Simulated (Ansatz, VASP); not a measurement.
# One calculation of Ru, two programs

```
Ru
1.0
     0.00000    1.91813    1.91813
     1.91813    0.00000    1.91813
     1.91813    1.91813    0.00000
Ru
1
Direct
  0.00000 0.00000 0.00000
```

Alike in both runs: task single point; functional r2SCAN; k mesh 16 × 16 × 16; occupations fermi-dirac, width 0.1 eV; no spin polarisation.

```csv
,VASP,Ansatz
version,VASP 6.6.1,Ansatz 0.2.0
potentials or method,"VASP PAW PBE potentials, release 64 (Ru_pv), cutoff 520 eV","plane waves (500 eV) with PAW, scalar-relativistic"
valence electrons in the cell,14,16
```

```csv
,VASP,Ansatz,Ansatz less VASP
pressure (GPa),-10.7,-11.9,-1.20
```

VASP's potentials were made for PBE, not for r2SCAN. With one functional, cell and mesh, what is left measures potentials, basis and numerics. VASP's potentials hold 14 valence electrons a cell and Ansatz's 16, so a difference there can come from the potentials and not from the codes.
